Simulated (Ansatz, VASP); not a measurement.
# V in VASP and in Ansatz

Contents of INCAR:

```
SYSTEM = V
ALGO = Normal
EDIFF = 1E-6
ENCUT = 520
GGA = PS
ISIF = 2
ISMEAR = -1
ISPIN = 2
LASPH = .True.
LCHARG = .False.
LMAXMIX = 4
LORBIT = 11
LREAL = .False.
LWAVE = .False.
MAGMOM = 4
NBANDS = 16
NELM = 150
NUPDOWN = 4.0
PREC = Accurate
SIGMA = 0.05
```

The input KPOINTS:

```
k-points
0
Gamma
  10 10 10
  0 0 0
```

POSCAR

```
V
1.0
   -1.5143500000      1.5143500000      1.5143500000
    1.5143500000     -1.5143500000      1.5143500000
    1.5143500000      1.5143500000     -1.5143500000
V
1
Direct
    0.0000000000      0.0000000000      0.0000000000
```

The input input.yaml:

```yaml
crystal:
  lattice:
    - [-1.51435, 1.51435, 1.51435]
    - [1.51435, -1.51435, 1.51435]
    - [1.51435, 1.51435, -1.51435]
  atoms:
    - { symbol: V, position: [0.0, 0.0, 0.0], spin: 4.0 }
hamiltonian:
  xc: pbesol
  pseudopotentials: { kind: paw }
magnetization:
  spin_polarized: true
  initial_magnetization: 4.0
  spin_locking: { lock_magnetization: hard }
kpoints:
  mp_grid: { grid: [10, 10, 10] }
scf:
  occupations: { method: fermi_dirac, width: 0.05 }
  lower_state_search: "off"
output:
  forces: true
  stress: true
  eigenvalues: true
  write_density: true
  write_potential: true
  elf: true
  volumetric_format: npy
```

Alike in both runs: task single point; functional PBEsol; k mesh 10 × 10 × 10; occupations fermi-dirac, width 0.05 eV; collinear spin; fixed moment 4 μB.

|  | VASP | Ansatz |
| --- | --- | --- |
| version | VASP 6.6.1 | Ansatz 0.2.0 |
| potentials or method | VASP PAW PBE potentials, release 64 (V_sv) | Ansatz PAW |
| plane-wave cutoff (eV) | 520 | 420 |
| valence electrons in the cell | 13 | 13 |

VASP gave:

- net moment per atom (μB): 4.00
- size of the moment on the site where the two differ most (μB): 3.29

**Question.** Which values does Ansatz return?

**Answer.** net moment per atom (μB): 4.00; size of the moment on the site where the two differ most (μB): 3.12.

VASP's potentials were made for PBE, not for PBEsol. Site moments also hang on the region over which each program counts them.
